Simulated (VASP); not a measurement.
# Sn2Pd2Au (P3m1) in VASP: further runs

Sn2Pd2Au is run at these levels: LDA; tasks: single point.

All numbers are computed with VASP 6.6.1; they aren't measurements. Logs are shortened: lines on timing, memory, paths and dates and some standing lists are left out, and cuts for length are marked.

## 1. The cell of the first run

Symmetry: P3m1, No. 156, trigonal system. The conventional cell has a = 4.412 Å, b = 4.412 Å, c = 5.541 Å, α = 90.00°, β = 90.00°, γ = 120.00°. Sn (site symmetry 3m) has 5 Pd at 2.72 to 2.88 Å and 3 Au at 2.89 Å and 3 Sn at 3.46 Å within 3.6 Å. Within 3.4 Å of Sn (site symmetry 3m) lie 6 Pd at 2.59 to 2.73 Å and 3 Au at 3.14 Å. Within 3.4 Å of Pd (site symmetry 3m) lie 5 Sn at 2.59 to 2.82 Å and 3 Au at 2.89 Å and 3 Pd at 2.94 Å. Pd (site symmetry 3m) has 2 Au at 2.71 to 2.83 Å and 6 Sn at 2.73 to 2.88 Å and 3 Pd at 2.94 Å within 3.6 Å. Within 3.6 Å of Au (site symmetry 3m) lie 5 Pd at 2.71 to 2.89 Å and 6 Sn at 2.89 to 3.14 Å.

## 2. Single point, LDA

The input, INCAR:

```
PREC = Accurate
ENCUT = 520
EDIFF = 1E-7
ISMEAR = -1
SIGMA = 0.05
LREAL = False
LASPH = True
NELM = 80
ALGO = Normal
ISIF = 2
LWAVE = False
LCHARG = False
NBANDS = 38
```

The input, KPOINTS:

```
Automatic mesh
0
Gamma
  6 6 4
```

The input, POSCAR:

```
Sn2Pd2Au
1.0
    4.4119446455      0.0000000000      0.0000000000
   -2.2059723276      3.8208561401      0.0000000000
    0.0000000000      0.0000000000      5.5412567562
Sn Pd Au
2 2 1
Direct
    0.6666666667      0.3333333333      0.2638450000
    0.0000000000      0.0000000000      0.6874570000
    0.6666666667      0.3333333333      0.7723160000
    0.3333333333      0.6666666667      0.5077940000
    0.3333333333      0.6666666667      0.0185880000
```

Potentials or basis: VASP PAW LDA potentials, release 64 (Sn_d, Pd, Au).

Run with:

```
cat potpaw_LDA.64/Sn_d/POTCAR potpaw_LDA.64/Pd/POTCAR potpaw_LDA.64/Au/POTCAR > POTCAR
mpirun -np 1 vasp_std > vasp.out
```

OUTCAR:

```text
PREC = Accurate
   ENCUT = 520
   EDIFF = 1E-7
   ISMEAR = -1
   LREAL = False
   LASPH = True
   NELM = 80
   ISIF = 2

 ion  position               nearest neighbor table
   1  0.667  0.333  0.264-   3 2.72   3 2.82   4 2.88   4 2.88   4 2.88   5 2.89   5 2.89   5 2.89
                             2 3.46   2 3.46   2 3.46
   2  0.000  0.000  0.687-   3 2.59   3 2.59   3 2.59   4 2.73   4 2.73   4 2.73   5 3.14   5 3.14
                             5 3.14   1 3.46   1 3.46   1 3.46
   3  0.667  0.333  0.772-   2 2.59   2 2.59   2 2.59   1 2.72   1 2.82   5 2.89   5 2.89   5 2.89
                             4 2.94   4 2.94   4 2.94
   4  0.333  0.667  0.508-   5 2.71   2 2.73   2 2.73   2 2.73   5 2.83   1 2.88   1 2.88   1 2.88
                             3 2.94   3 2.94   3 2.94
   5  0.333  0.667  0.019-   4 2.71   4 2.83   1 2.89   1 2.89   1 2.89   3 2.89   3 2.89   3 2.89
                             2 3.14   2 3.14   2 3.14

  LATTYP: Found a hexagonal cell.
 ALAT       =     4.4119446455
 C/A-ratio  =     1.2559669718

  Lattice vectors:

 A1 = (   4.4119446455,   0.0000000000,   0.0000000000)
 A2 = (  -2.2059723276,   3.8208561401,   0.0000000000)
 A3 = (   0.0000000000,   0.0000000000,   5.5412567562)

Analysis of symmetry for initial positions (statically):
=====================================================================
 Subroutine PRICEL returns:
 Original cell was already a primitive cell.

 Routine SETGRP: Setting up the symmetry group for a
 hexagonal supercell.

 Subroutine GETGRP returns: Found  6 space group operations
 (whereof  6 operations were pure point group operations)
 out of a pool of 24 trial point group operations.

The static configuration has the point symmetry C_3v.

Analysis of symmetry for dynamics (positions and initial velocities):
=====================================================================
 Subroutine PRICEL returns:
 Original cell was already a primitive cell.

 Routine SETGRP: Setting up the symmetry group for a
 hexagonal supercell.

 Subroutine GETGRP returns: Found  6 space group operations
 (whereof  6 operations were pure point group operations)
 out of a pool of 24 trial point group operations.

The dynamic configuration has the point symmetry C_3v.

 Subroutine INISYM returns: Found  6 space group operations
 (whereof  6 operations are pure point group operations),
 and found     1 'primitive' translations

----------------------------------------------------------------------------------------

                                     Primitive cell

  volume of cell :      93.4112

  direct lattice vectors                    reciprocal lattice vectors
     4.411944646  0.000000000  0.000000000     0.226657422  0.130860724  0.000000000
    -2.205972328  3.820856140  0.000000000     0.000000000  0.261721448  0.000000000
     0.000000000  0.000000000  5.541256756     0.000000000  0.000000000  0.180464477

  length of vectors
     4.411944646  4.411944645  5.541256756     0.261721448  0.261721448  0.180464477

  position of ions in fractional coordinates (direct lattice)
     0.666666667  0.333333333  0.263845000
     0.000000000  0.000000000  0.687457000
     0.666666667  0.333333333  0.772316000
     0.333333333  0.666666667  0.507794000
     0.333333333  0.666666667  0.018588000

  ion indices of the primitive-cell ions
   primitive index   ion index
                 1           1
                 2           2
                 3           3
                 4           4
                 5           5

----------------------------------------------------------------------------------------

 KPOINTS: Automatic mesh

Automatic generation of k-mesh.
 Grid dimensions read from file:
 generate k-points for:    6    6    4

 Generating k-lattice:

  Cartesian coordinates                     Fractional coordinates (reciprocal lattice)
     0.037776237  0.021810121  0.000000000     0.166666667 -0.000000000  0.000000000
     0.000000000  0.043620241  0.000000000     0.000000000  0.166666667  0.000000000
     0.000000000  0.000000000  0.045116119     0.000000000  0.000000000  0.250000000

  Length of vectors
     0.043620241  0.043620241  0.045116119

  Shift w.r.t. Gamma in fractional coordinates (k-lattice)
     0.000000000  0.000000000  0.000000000

 Subroutine IBZKPT returns following result:
 ===========================================

 Found     24 irreducible k-points:

 Following reciprocal coordinates:
            Coordinates               Weight
  0.000000  0.000000  0.000000      1.000000
  0.166667 -0.000000  0.000000      6.000000
  0.333333 -0.000000  0.000000      6.000000
  0.500000  0.000000  0.000000      3.000000
  0.166667  0.166667  0.000000      6.000000
  0.333333  0.166667  0.000000     12.000000
[... 16 lines left out ...]
  0.333333  0.166667  0.500000     12.000000
  0.333333  0.333333  0.500000      2.000000
   k-points           NKPTS =     24   k-points in BZ     NKDIM =     24   number of bands    NBANDS=     38
   number of dos      NEDOS =    301   number of ions     NIONS =      5
   total plane-waves  NPLWV =  54432
   dimension x,y,z NGX =    36 NGY =   36 NGZ =   42
   dimension x,y,z NGXF=    72 NGYF=   72 NGZF=   84
   ions per type =               2   2   1
   NGX,Y,Z   is equivalent  to a cutoff of  13.57, 13.57, 12.60 a.u.
   NGXF,Y,Z  is equivalent  to a cutoff of  27.13, 27.13, 25.20 a.u.
 SYSTEM =  unknown system
   PREC   = accura    normal or accurate (medium, high low for compatibility)
   ISTART =      0    job   : 0-new  1-cont  2-samecut
   ICHARG =      2    charge: 1-file 2-atom 10-const
   ISPIN  =      1    spin polarized calculation?
   LNONCOLLINEAR =      F non collinear calculations
   LSORBIT =      F    spin-orbit coupling
   LASPH  =      T    aspherical Exc in radial PAW
   ENCUT  =  520.0 eV  38.22 Ry    6.18 a.u.   8.20  8.20 10.30*2*pi/ulx,y,z
   NELM   =     80;   NELMIN=  2; NELMDL= -5     # of ELM steps
   EDIFF  = 0.1E-06   stopping-criterion for ELM
   LREAL  =      F    real-space projection
   EDIFFG = 0.1E-05   stopping-criterion for IOM
   NSW    =      0    number of steps for IOM
   IBRION =     -1    ionic relax: 0-MD 1-quasi-New 2-CG
   NFREE  =      0    steps in history (QN), initial steepest desc. (CG)
   ISIF   =      2    stress and relaxation
   ISYM   =      2    0-nonsym 1-usesym 2-fastsym
   POTIM  = 0.5000    time-step for ionic-motion
   TEBEG  =    0.0;   TEEND  =   0.0 temperature during run
   PSTRESS=    0.0 pullay stress
   NELECT =      59.0000    total number of electrons
   NUPDOWN=      -1.0000    fix difference up-down
   EMIN   =  10.00;   EMAX   =-10.00  energy-range for DOS
   EFERMI =   0.00;   METHOD = LEGACY
   ISMEAR =    -1;   SIGMA  =   0.05  broadening in eV -4-tet -1-fermi 0-gaus
   EFERMI_NEDOS =   21; number of points for ismear=-14 and -15
   IALGO  =     38    algorithm
   IMIX   =      4    mixing-type and parameters
     AMIX     =   0.40;   BMIX     =  1.00
     AMIX_MAG =   1.60;   BMIX_MAG =  1.00
  volume/ion in A,a.u.               =      18.68       126.07
  Fermi-wavevector in a.u.,A,eV,Ry     =   1.404621  2.654349 26.843753  1.972960
  Thomas-Fermi vector in A             =   2.527164
   LORBIT       =      0    0 simple, 1 ext, 2 COOP (PROOUT), +10 PAW based schemes
   GGA     = CA    functional components
   LHFCALC =     F    Hartree Fock is set to
   AEXX    =    0.0000 exact exchange contribution
   IVDW    =     0    specifies the selected vdW correction
   LEPSILON=     F    determine dielectric tensor
   LRPA    =     F    only Hartree local field effects (RPA)
 non-spin polarized calculation
  energy-cutoff  :      520.00
  volume of cell :       93.41
 maximum number of plane-waves:      2547
 NGX is ok and might be reduce to    36
   NGX = 17   NGY = 17   NGZ = 21

 number of electron      59.0000001 magnetization

 Free energy of the ion-electron system (eV)
  ---------------------------------------------------
  ext. energy  EPLUGINS =         0.00000000
  ---------------------------------------------------
  free energy    TOTEN  =       -28.47582848 eV

  energy without entropy =      -28.46561061  energy(sigma->0) =      -28.47071954

 E-fermi :   9.7779     XC(G=0): -12.2065

 val. band max:        9.7226352447   @ k =   0.1667   0.1667   0.5000
 cond. band min:       9.9312050743   @ k =   0.3333   0.3333   0.2500
 fundamental gap:      0.2085698296
 Fermi energy:         9.7779499434

 k-point     1 :       0.0000    0.0000    0.0000
  band No.  band energies     occupation
      1     -11.8495      2.00000
      2     -11.8214      2.00000
      3     -11.8214      2.00000
      4     -11.7636      2.00000
      5     -11.7636      2.00000
      6     -11.6638      2.00000
[... 30 lines left out ...]
     37      15.1191      0.00000
     38      17.3189      0.00000

 k-point     2 :       0.1667   -0.0000    0.0000
  band No.  band energies     occupation
      1     -11.8482      2.00000
      2     -11.8214      2.00000
      3     -11.8212      2.00000
      4     -11.7658      2.00000
      5     -11.7627      2.00000
      6     -11.6631      2.00000
[... 30 lines left out ...]
     37      16.0167      0.00000
     38      16.3368      0.00000

 k-point     3 :       0.3333   -0.0000    0.0000
  band No.  band energies     occupation
      1     -11.8454      2.00000
      2     -11.8235      2.00000
      3     -11.8214      2.00000
      4     -11.7688      2.00000
      5     -11.7609      2.00000
      6     -11.6630      2.00000
[... 30 lines left out ...]
     37      16.2789      0.00000
[... 781 lines left out ...]
 k-point    23 :       0.3333    0.1667    0.5000
  band No.  band energies     occupation
      1     -11.8426      2.00000
      2     -11.8244      2.00000
      3     -11.8185      2.00000
      4     -11.7673      2.00000
      5     -11.7593      2.00000
      6     -11.6624      2.00000
[... 30 lines left out ...]
     37      17.7123      0.00000
     38      17.8901      0.00000

 k-point    24 :       0.3333    0.3333    0.5000
  band No.  band energies     occupation
      1     -11.8415      2.00000
      2     -11.8239      2.00000
      3     -11.8195      2.00000
      4     -11.7672      2.00000
      5     -11.7581      2.00000
      6     -11.6597      2.00000
[... 30 lines left out ...]
     37      16.9735      0.00000
     38      18.2061      0.00000

------------------------ aborting loop because EDIFF is reached ----------------------------------------

  FORCE on cell =-STRESS in cart. coord.  units (eV):
  Direction    XX          YY          ZZ          XY          YZ          ZX
  --------------------------------------------------------------------------------------
  -------------------------------------------------------------------------------------
  Total        0.2607271      0.2607271     -0.3222619     -0.0000000      0.0000000      0.0000000
  in kB        4.4719584      4.4719584     -5.5273961     -0.0000000      0.0000000      0.0000000
  external PRESSURE =       1.1388402 kB  Pullay stress =       0.0000000 kB

 VOLUME and BASIS-vectors are now :
 -----------------------------------------------------------------------------
  energy-cutoff  :      520.00
  volume of cell :       93.41
      direct lattice vectors                 reciprocal lattice vectors
     4.411944646  0.000000000  0.000000000     0.226657422  0.130860724  0.000000000
    -2.205972328  3.820856140  0.000000000     0.000000000  0.261721448  0.000000000
     0.000000000  0.000000000  5.541256756     0.000000000  0.000000000  0.180464477

 POSITION                                       TOTAL-FORCE (eV/Angst)
 -----------------------------------------------------------------------------------
      2.20597      1.27362      1.46203         0.000000     -0.000000     -0.026588
      0.00000      0.00000      3.80938         0.000000     -0.000000      0.028798
      2.20597      1.27362      4.27960        -0.000000      0.000000      0.074031
     -0.00000      2.54724      2.81382        -0.000000      0.000000     -0.018881
     -0.00000      2.54724      0.10300         0.000000     -0.000000     -0.057361
 -----------------------------------------------------------------------------------
    total drift:                               -0.000000      0.000000      0.000169

  FREE ENERGIE OF THE ION-ELECTRON SYSTEM (eV)
  ---------------------------------------------------
  free  energy   TOTEN  =       -28.4758284773 eV

  energy  without entropy=      -28.4656106126  energy(sigma->0) =      -28.47071954
```

Wall time 72 s (1 thread of Intel Xeon Platinum 8488C (Sapphire Rapids), shared host); peak memory 0.24 GiB.

What came out:

* Free energy: -28.4758 eV
* Pressure: 0.1 GPa
* Largest force: 0.074 eV/Å

Forces on the atoms (eV/Å):
```
Sn   0.000  0.000 -0.027
Sn   0.000  0.000  0.029
Pd   0.000  0.000  0.074
Pd   0.000  0.000 -0.019
Au   0.000  0.000 -0.057
```

Stress tensor (GPa, compression positive):
```
 0.45  0.00  0.00
 0.00  0.45  0.00
 0.00  0.00 -0.55
```

Levels at points of the mesh, in eV from the Fermi level:
| k point | band 27 | band 28 | band 29 | band 30 | band 31 | band 32 | band 33 | band 34 |
| --- | --- | --- | --- | --- | --- | --- | --- | --- |
| (0.00, 0.00, 0.00) | -1.94 | -0.19 | 1.89 | 1.89 | 1.98 | 3.18 | 3.56 | 3.56 |
| (0.50, 0.00, 0.00) | -2.11 | -1.94 | -1.74 | -1.22 | 0.19 | 1.67 | 3.88 | 4.56 |
| (0.00, 0.00, 0.50) | -2.25 | -0.18 | 1.69 | 2.79 | 2.79 | 3.61 | 3.61 | 4.31 |
| (0.50, 0.00, 0.50) | -2.50 | -2.12 | -1.59 | 0.39 | 1.57 | 1.60 | 2.69 | 5.01 |

Caveat: spin-orbit coupling is left out, which moves the levels of the heavy elements.

## 3. Single point, LDA

This run uses another cell than the first one, of 19.22 Å³/atom, 1.029 times its volume.

The input, INCAR:

```
SYSTEM = Sn2Pd2Au
PREC     = Accurate       ! precision mode
ENCUT    = 520            ! plane-wave cutoff, eV
EDIFF    = 1E-6           ! SCF threshold, eV
ISMEAR   = -1             ! smearing method
SIGMA    = 0.05           ! smearing width, eV
LREAL    = .FALSE.        ! projectors in reciprocal space
LASPH    = .TRUE.         ! aspherical terms in the spheres
NELM     = 80             ! most SCF steps
ALGO     = Normal         ! electronic algorithm
ISIF     = 2              ! what is computed and relaxed
LWAVE    = .FALSE.        ! write WAVECAR
LCHARG   = .FALSE.        ! write CHGCAR
NBANDS   = 38             ! bands
```

The input, KPOINTS:

```
Automatic mesh
0
G
  6 6 4
  0 0 0
```

POSCAR: that of step 2 with these lines changed.

```diff
@@ -2,5 +2,5 @@
 1.0
-    4.4119446455      0.0000000000      0.0000000000
-   -2.2059723276      3.8208561401      0.0000000000
-    0.0000000000      0.0000000000      5.5412567562
+    4.4541667770      0.0000000000      0.0000000000
+   -2.2270833934      3.8574215785      0.0000000000
+    0.0000000000      0.0000000000      5.5942863587
 Sn Pd Au
```

Potentials or basis: VASP PAW LDA potentials, release 64 (Sn_d, Pd, Au).

Run with:

```
cat potpaw_LDA.64/Sn_d/POTCAR potpaw_LDA.64/Pd/POTCAR potpaw_LDA.64/Au/POTCAR > POTCAR
mpirun -np 1 vasp_std > vasp.out
```

It took 82 s on 1 thread of Intel Xeon Platinum 8488C (Sapphire Rapids), shared host; peak memory 0.24 GiB.

The run converged. Its results:

| Quantity | Value |
| --- | --- |
| Free energy | -28.4474 eV |
| Pressure | -3.6 GPa |
| Largest force | 0.051 eV/Å |

Forces in eV/Å, atoms in the order of the input:
```
Sn   0.000  0.000 -0.043
Sn   0.000  0.000  0.014
Pd   0.000  0.000  0.050
Pd   0.000  0.000  0.030
Au   0.000  0.000 -0.051
```

Stress tensor (GPa, compression positive):
```
-3.26  0.00  0.00
 0.00 -3.26  0.00
 0.00  0.00 -4.14
```

Levels at points of the mesh, in eV from the Fermi level:
| k point | band 27 | band 28 | band 29 | band 30 | band 31 | band 32 | band 33 | band 34 |
| --- | --- | --- | --- | --- | --- | --- | --- | --- |
| (0.00, 0.00, 0.00) | -1.87 | -0.19 | 1.87 | 1.87 | 1.94 | 3.02 | 3.47 | 3.47 |
| (0.50, 0.00, 0.00) | -2.03 | -1.83 | -1.66 | -1.17 | 0.12 | 1.63 | 3.82 | 4.45 |
| (0.00, 0.00, 0.50) | -2.16 | -0.25 | 1.63 | 2.74 | 2.74 | 3.53 | 3.53 | 4.18 |
| (0.50, 0.00, 0.50) | -2.40 | -2.05 | -1.52 | 0.41 | 1.55 | 1.56 | 2.56 | 4.90 |

Caveat: spin-orbit coupling is left out, which moves the levels of the heavy elements.
